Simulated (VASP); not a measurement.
# BaTiO3 (Pm-3m) in VASP: notebook

BaTiO3 is run at these levels: PBE; tasks: single point.

All numbers are computed with VASP 6.6.1; they aren't measurements. Logs are shortened: lines on timing, memory, paths and dates and some standing lists are left out, and cuts for length are marked.

## Step 1: The cell of the first run

Symmetry: Pm-3m, No. 221, cubic system. Conventional cell: a = 3.874 Å, b = 3.874 Å, c = 3.874 Å, α = 90.00°, β = 90.00°, γ = 90.00°. Ba (site symmetry m-3m) has 12 O at 2.74 Å and 8 Ti at 3.36 Å within 3.6 Å. Ti (site symmetry m-3m) has 6 O at 1.94 Å within 2.6 Å. Within 2.6 Å of O (site symmetry 4/mmm) lie 2 Ti at 1.94 Å.

## Step 2: Single point, PBE (strain -3.0%)

INCAR reads:

```
SYSTEM = BaTiO3
PREC = Accurate ; ENCUT = 520
EDIFF = 1E-6 ; ISMEAR = -1
SIGMA = 0.02 ; LREAL = .FALSE.
LASPH = .TRUE. ; NELM = 80
ALGO = Normal ; ISIF = 2
LWAVE = .FALSE. ; LCHARG = .FALSE.
GGA = PE ; NBANDS = 28
```

KPOINTS reads:

```
Automatic mesh
0
G
  6 6 6
  0 0 0
```

POSCAR reads:

```
BaTiO3
1.0
    3.8742736244      0.0000000000      0.0000000000
    0.0000000000      3.8742736244      0.0000000000
    0.0000000000      0.0000000000      3.8742736244
Ba Ti O
1 1 3
Direct
    0.0000000000      0.0000000000      0.0000000000
    0.5000000000      0.5000000000      0.5000000000
    0.5000000000      0.5000000000      0.0000000000
    0.5000000000      0.0000000000      0.5000000000
    0.0000000000      0.5000000000      0.5000000000
```

Potentials or basis: VASP PAW PBE potentials, release 64 (Ba_sv, Ti_sv, O).

Launch:

```console
> cat potpaw_PBE.64/Ba_sv/POTCAR potpaw_PBE.64/Ti_sv/POTCAR potpaw_PBE.64/O/POTCAR > POTCAR
> mpirun -np 1 vasp_std > vasp.out
```

OUTCAR:

```text
SYSTEM = BaTiO3
   PREC = Accurate
   ENCUT = 520
   EDIFF = 1E-6
   ISMEAR = -1
   LREAL = .FALSE.
   LASPH = .TRUE.
   NELM = 80
   ISIF = 2
   GGA = PE

 ion  position               nearest neighbor table
   1  0.000  0.000  0.000-   3 2.74   4 2.74   5 2.74   4 2.74   5 2.74   3 2.74   5 2.74   5 2.74
                             3 2.74   4 2.74   4 2.74   3 2.74   2 3.36   2 3.36   2 3.36   2 3.36
   2  0.500  0.500  0.500-   3 1.94   4 1.94   5 1.94   3 1.94   4 1.94   5 1.94   1 3.36   1 3.36
                             1 3.36   1 3.36   1 3.36   1 3.36   1 3.36   1 3.36
   3  0.500  0.500  0.000-   2 1.94   2 1.94   1 2.74   1 2.74   1 2.74   1 2.74
   4  0.500  0.000  0.500-   2 1.94   2 1.94   1 2.74   1 2.74   1 2.74   1 2.74
   5  0.000  0.500  0.500-   2 1.94   2 1.94   1 2.74   1 2.74   1 2.74   1 2.74

  LATTYP: Found a simple cubic cell.
 ALAT       =     3.8742736244

  Lattice vectors:

 A1 = (   3.8742736244,   0.0000000000,   0.0000000000)
 A2 = (   0.0000000000,   3.8742736244,   0.0000000000)
 A3 = (   0.0000000000,   0.0000000000,   3.8742736244)

Analysis of symmetry for initial positions (statically):
=====================================================================
 Subroutine PRICEL returns:
 Original cell was already a primitive cell.

 Routine SETGRP: Setting up the symmetry group for a
 simple cubic supercell.

 Subroutine GETGRP returns: Found 48 space group operations
 (whereof 48 operations were pure point group operations)
 out of a pool of 48 trial point group operations.

The static configuration has the point symmetry O_h .

Analysis of symmetry for dynamics (positions and initial velocities):
=====================================================================
 Subroutine PRICEL returns:
 Original cell was already a primitive cell.

 Routine SETGRP: Setting up the symmetry group for a
 simple cubic supercell.

 Subroutine GETGRP returns: Found 48 space group operations
 (whereof 48 operations were pure point group operations)
 out of a pool of 48 trial point group operations.

The dynamic configuration has the point symmetry O_h .

 Subroutine INISYM returns: Found 48 space group operations
 (whereof 48 operations are pure point group operations),
 and found     1 'primitive' translations

----------------------------------------------------------------------------------------

                                     Primitive cell

  volume of cell :      58.1528

  direct lattice vectors                    reciprocal lattice vectors
     3.874273624  0.000000000  0.000000000     0.258112900  0.000000000  0.000000000
     0.000000000  3.874273624  0.000000000     0.000000000  0.258112900  0.000000000
     0.000000000  0.000000000  3.874273624     0.000000000  0.000000000  0.258112900

  length of vectors
     3.874273624  3.874273624  3.874273624     0.258112900  0.258112900  0.258112900

  position of ions in fractional coordinates (direct lattice)
     0.000000000  0.000000000  0.000000000
     0.500000000  0.500000000  0.500000000
     0.500000000  0.500000000  0.000000000
     0.500000000  0.000000000  0.500000000
     0.000000000  0.500000000  0.500000000

  ion indices of the primitive-cell ions
   primitive index   ion index
                 1           1
                 2           2
                 3           3
                 4           4
                 5           5

----------------------------------------------------------------------------------------

 KPOINTS: Automatic mesh

Automatic generation of k-mesh.
 Grid dimensions read from file:
 generate k-points for:    6    6    6

 Generating k-lattice:

  Cartesian coordinates                     Fractional coordinates (reciprocal lattice)
     0.043018817  0.000000000  0.000000000     0.166666667  0.000000000  0.000000000
     0.000000000  0.043018817  0.000000000     0.000000000  0.166666667  0.000000000
     0.000000000  0.000000000  0.043018817     0.000000000  0.000000000  0.166666667

  Length of vectors
     0.043018817  0.043018817  0.043018817

  Shift w.r.t. Gamma in fractional coordinates (k-lattice)
     0.000000000  0.000000000  0.000000000

 Subroutine IBZKPT returns following result:
 ===========================================

 Found     20 irreducible k-points:

 Following reciprocal coordinates:
            Coordinates               Weight
  0.000000  0.000000  0.000000      1.000000
  0.166667  0.000000  0.000000      6.000000
  0.333333  0.000000  0.000000      6.000000
  0.500000  0.000000  0.000000      3.000000
  0.166667  0.166667  0.000000     12.000000
  0.333333  0.166667  0.000000     24.000000
[... 12 lines left out ...]
  0.500000  0.500000  0.333333      6.000000
  0.500000  0.500000  0.500000      1.000000
   k-points           NKPTS =     20   k-points in BZ     NKDIM =     20   number of bands    NBANDS=     28
   number of dos      NEDOS =    301   number of ions     NIONS =      5
   total plane-waves  NPLWV =  27000
   dimension x,y,z NGX =    30 NGY =   30 NGZ =   30
   dimension x,y,z NGXF=    60 NGYF=   60 NGZF=   60
   ions per type =               1   1   3
   NGX,Y,Z   is equivalent  to a cutoff of  12.87, 12.87, 12.87 a.u.
   NGXF,Y,Z  is equivalent  to a cutoff of  25.75, 25.75, 25.75 a.u.
 SYSTEM =  BaTiO3
   PREC   = accura    normal or accurate (medium, high low for compatibility)
   ISTART =      0    job   : 0-new  1-cont  2-samecut
   ICHARG =      2    charge: 1-file 2-atom 10-const
   ISPIN  =      1    spin polarized calculation?
   LNONCOLLINEAR =      F non collinear calculations
   LSORBIT =      F    spin-orbit coupling
   LASPH  =      T    aspherical Exc in radial PAW
   ENCUT  =  520.0 eV  38.22 Ry    6.18 a.u.   7.20  7.20  7.20*2*pi/ulx,y,z
   NELM   =     80;   NELMIN=  2; NELMDL= -5     # of ELM steps
   EDIFF  = 0.1E-05   stopping-criterion for ELM
   LREAL  =      F    real-space projection
[... 7 lines left out ...]
   TEBEG  =    0.0;   TEEND  =   0.0 temperature during run
   PSTRESS=    0.0 pullay stress
   NELECT =      40.0000    total number of electrons
   NUPDOWN=      -1.0000    fix difference up-down
   EMIN   =  10.00;   EMAX   =-10.00  energy-range for DOS
   EFERMI =   0.00;   METHOD = LEGACY
   ISMEAR =    -1;   SIGMA  =   0.02  broadening in eV -4-tet -1-fermi 0-gaus
   EFERMI_NEDOS =   21; number of points for ismear=-14 and -15
   IALGO  =     38    algorithm
   IMIX   =      4    mixing-type and parameters
     AMIX     =   0.40;   BMIX     =  1.00
     AMIX_MAG =   1.60;   BMIX_MAG =  1.00
  volume/ion in A,a.u.               =      11.63        78.49
  Fermi-wavevector in a.u.,A,eV,Ry     =   1.445122  2.730885 28.414106  2.088378
  Thomas-Fermi vector in A             =   2.563340
   LORBIT       =      0    0 simple, 1 ext, 2 COOP (PROOUT), +10 PAW based schemes
   GGA     = PE    functional components
   LHFCALC =     F    Hartree Fock is set to
   AEXX    =    0.0000 exact exchange contribution
   IVDW    =     0    specifies the selected vdW correction
   LEPSILON=     F    determine dielectric tensor
   LRPA    =     F    only Hartree local field effects (RPA)
 non-spin polarized calculation
  energy-cutoff  :      520.00
  volume of cell :       58.15
 maximum number of plane-waves:      1596
 NGX is ok and might be reduce to    30
   NGX = 15   NGY = 15   NGZ = 15

 number of electron      40.0000023 magnetization

 Free energy of the ion-electron system (eV)
  ---------------------------------------------------
  ext. energy  EPLUGINS =         0.00000000
  ---------------------------------------------------
  free energy    TOTEN  =       -39.44460999 eV

  energy without entropy =      -39.44460999  energy(sigma->0) =      -39.44460999

 E-fermi :   5.1676     XC(G=0): -11.7836

 val. band max:        4.6239094118   @ k =   0.5000   0.5000   0.5000
 cond. band min:       6.5559449606   @ k =   0.0000   0.0000   0.0000
 fundamental gap:      1.9320355488
 Fermi energy:         5.1676488731

 k-point     1 :       0.0000    0.0000    0.0000
  band No.  band energies     occupation
      1     -51.5916      2.00000
      2     -27.8644      2.00000
      3     -27.8644      2.00000
      4     -27.8644      2.00000
      5     -20.0063      2.00000
      6     -12.4702      2.00000
[... 20 lines left out ...]
     27       9.7979      0.00000
     28      13.1538      0.00000

 k-point     2 :       0.1667    0.0000    0.0000
  band No.  band energies     occupation
      1     -51.5911      2.00000
      2     -27.8862      2.00000
      3     -27.8635      2.00000
      4     -27.8635      2.00000
      5     -19.9569      2.00000
      6     -12.5357      2.00000
[... 20 lines left out ...]
     27      10.4171      0.00000
     28      13.7779      0.00000

 k-point     3 :       0.3333    0.0000    0.0000
  band No.  band energies     occupation
      1     -51.5902      2.00000
      2     -27.9291      2.00000
      3     -27.8618      2.00000
      4     -27.8618      2.00000
      5     -19.8546      2.00000
      6     -12.7828      2.00000
[... 20 lines left out ...]
     27      11.8480      0.00000
     28      13.3513      0.00000

 k-point     4 :       0.5000    0.0000    0.0000
  band No.  band energies     occupation
      1     -51.5897      2.00000
      2     -27.9504      2.00000
      3     -27.8609      2.00000
      4     -27.8609      2.00000
      5     -19.8015      2.00000
      6     -12.9245      2.00000
[... 454 lines left out ...]
     27      12.8959      0.00000
     28      13.1968      0.00000

 k-point    19 :       0.5000    0.5000    0.3333
  band No.  band energies     occupation
      1     -51.5866      2.00000
      2     -27.9405      2.00000
      3     -27.9405      2.00000
      4     -27.9191      2.00000
      5     -19.6070      2.00000
      6     -11.6660      2.00000
[... 20 lines left out ...]
     27      12.8707      0.00000
     28      13.4144      0.00000

 k-point    20 :       0.5000    0.5000    0.5000
  band No.  band energies     occupation
      1     -51.5862      2.00000
      2     -27.9393      2.00000
      3     -27.9393      2.00000
      4     -27.9393      2.00000
      5     -19.5808      2.00000
      6     -11.4642      2.00000
[... 20 lines left out ...]
     27      13.4146      0.00000
     28      13.4146      0.00000

------------------------ aborting loop because EDIFF is reached ----------------------------------------

  FORCE on cell =-STRESS in cart. coord.  units (eV):
  Direction    XX          YY          ZZ          XY          YZ          ZX
  --------------------------------------------------------------------------------------
  -------------------------------------------------------------------------------------
  Total        9.2836799      9.2836799      9.2836799      0.0000000     -0.0000000      0.0000000
  in kB      255.7760474    255.7760474    255.7760474      0.0000000     -0.0000000      0.0000000
  external PRESSURE =     255.7760474 kB  Pullay stress =       0.0000000 kB

 VOLUME and BASIS-vectors are now :
 -----------------------------------------------------------------------------
  energy-cutoff  :      520.00
  volume of cell :       58.15
      direct lattice vectors                 reciprocal lattice vectors
     3.874273624  0.000000000  0.000000000     0.258112900  0.000000000  0.000000000
     0.000000000  3.874273624  0.000000000     0.000000000  0.258112900  0.000000000
     0.000000000  0.000000000  3.874273624     0.000000000  0.000000000  0.258112900

 POSITION                                       TOTAL-FORCE (eV/Angst)
 -----------------------------------------------------------------------------------
      0.00000      0.00000      0.00000         0.000000      0.000000      0.000000
      1.93714      1.93714      1.93714         0.000000      0.000000      0.000000
      1.93714      1.93714      0.00000         0.000000      0.000000      0.000000
      1.93714      0.00000      1.93714         0.000000      0.000000      0.000000
      0.00000      1.93714      1.93714         0.000000      0.000000      0.000000
 -----------------------------------------------------------------------------------
    total drift:                                0.000000      0.000000     -0.000000

  FREE ENERGIE OF THE ION-ELECTRON SYSTEM (eV)
  ---------------------------------------------------
  free  energy   TOTEN  =       -39.4446099930 eV

  energy  without entropy=      -39.4446099930  energy(sigma->0) =      -39.44460999
```

Run time: 40 s. Hardware: 1 thread of Intel Xeon 6975P-C, shared host; peak memory 0.19 GiB.

What came out:

```yaml
Free_energy: -39.4446 eV
Pressure: 25.6 GPa
Band_gap_on_the_k_mesh: 1.93 eV, indirect (least direct gap 1.97 eV)
```

Levels at points of the mesh, in eV from the valence-band top:
| k point | band 16 | band 17 | band 18 | band 19 | band 20 | band 21 | band 22 | band 23 | band 24 | band 25 |
| --- | --- | --- | --- | --- | --- | --- | --- | --- | --- | --- |
| (0.00, 0.00, 0.00) | -1.26 | -1.26 | -0.04 | -0.04 | -0.04 | 1.93 | 1.93 | 1.93 | 4.59 | 4.59 |
| (0.50, 0.00, 0.00) | -2.06 | -1.94 | -1.94 | -0.69 | -0.69 | 2.14 | 4.00 | 4.00 | 4.62 | 6.92 |
| (0.50, 0.50, 0.00) | -3.06 | -1.66 | -0.79 | -0.79 | -0.11 | 4.01 | 4.01 | 4.46 | 5.62 | 8.41 |
| (0.50, 0.50, 0.50) | -2.32 | -2.32 | 0.00 | 0.00 | 0.00 | 4.80 | 4.80 | 4.80 | 7.18 | 7.18 |

Caveat: the cell differs from its parent crystal (strain -3.0%); spin-orbit coupling is left out, which moves the levels of the heavy elements.

(Continued in part 2 of 2.)
